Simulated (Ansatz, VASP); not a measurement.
# CuO: VASP beside Ansatz

The input POSCAR:

```
CuO
1.0
    2.3419500000     -1.7367000000      0.0000000000
    2.3419500000      1.7367000000      0.0000000000
   -0.7775000000      0.0000000000      5.0632500000
Cu O
2 2
Direct
    0.0000000000      0.5000000000      0.0000000000
    0.5000000000      0.0000000000      0.5000000000
    0.5279000000      0.4721000000      0.2500000000
    0.4721000000      0.5279000000      0.7500000000
```

The input INCAR.step1:

```
SYSTEM = CuO
ALGO = Normal
EDIFF = 1E-5
ENCUT = 660
GGA = PE
GGA_COMPAT = .False.
ISMEAR = -1
ISPIN = 2
LASPH = .True.
LCHARG = .False.
LMAXMIX = 4
LREAL = .False.
LWAVE = .True.
MAGMOM = 1 1 0 0
NBANDS = 29
NELM = 200
PREC = Accurate
SIGMA = 0.02
```

The input INCAR.step2:

```
SYSTEM = CuO
ALGO = Normal
EDIFF = 1E-6
ENCUT = 660
GGA_COMPAT = .False.
ISIF = 2
ISMEAR = -1
ISPIN = 2
ISTART = 1
LASPH = .True.
LCHARG = .True.
LELF = .True.
LMAXMIX = 4
LMIXTAU = .True.
LORBIT = 11
LREAL = .False.
LVHAR = .True.
LWAVE = .False.
MAGMOM = 1 1 0 0
METAGGA = R2SCAN
NBANDS = 29
NELM = 200
PREC = Accurate
SIGMA = 0.02
```

The input KPOINTS:

```
k-points
0
Gamma
  7 7 4
  0 0 0
```

Input for Ansatz:

```yaml
crystal:
  lattice:
    - [2.34195, -1.7367, 0.0]
    - [2.34195, 1.7367, 0.0]
    - [-0.7775, 0.0, 5.06325]
  atoms:
    - { symbol: Cu, position: [0.0, 0.5, 0.0], spin: 1.0 }
    - { symbol: Cu, position: [0.5, 0.0, 0.5], spin: 1.0 }
    - { symbol: O, position: [0.5279, 0.4721, 0.25] }
    - { symbol: O, position: [0.4721, 0.5279, 0.75] }
magnetization:
  spin_polarized: true
hamiltonian:
  xc: r2scan
  pseudopotentials: { kind: paw }
basis:
  ecutwfc: 500
kpoints:
  mp_grid: { grid: [7, 7, 4] }
scf:
  occupations: { method: fermi_dirac, width: 0.02 }
output:
  forces: true
  stress: true
```

Alike in both runs: task single point; functional r2SCAN; k mesh 7 × 7 × 4; occupations fermi-dirac, width 0.02 eV; collinear spin.

|  | VASP | Ansatz |
| --- | --- | --- |
| version | VASP 6.6.1 | Ansatz 0.2.0 |
| potentials or method | VASP PAW PBE potentials, release 64 (Cu, O), cutoff 660 eV | PAW, plane waves, scalar-relativistic |
| valence electrons in the cell | 34 | 50 |

|  | VASP | Ansatz | Ansatz less VASP |
| --- | --- | --- | --- |
| pressure (GPa) | 3.3 | 3.8 | +0.54 |
| traceless stress, the component that is largest in VASP (GPa) | 6.75 | 7.70 | +0.948 |
| rms of the force components (eV/Å) | 0.255 | 0.253 | -0.0021 |
| net moment per atom (μB) | 0.00 | 0.46 | +0.463 |
| size of the moment on the site where the two differ most (μB) | 0.00 | 0.61 | +0.610 |

The net moments are unlike, so the other rows may belong to different states. VASP's potentials were made for PBE, not for r2SCAN. Site moments also hang on the region over which each program counts them. Atom by atom the forces differ by 0.002 eV/Å (rms over components). VASP's potentials hold 34 valence electrons a cell and Ansatz's 50, so a difference there can come from the potentials and not from the codes. Ansatz's warnings: stability check not made.
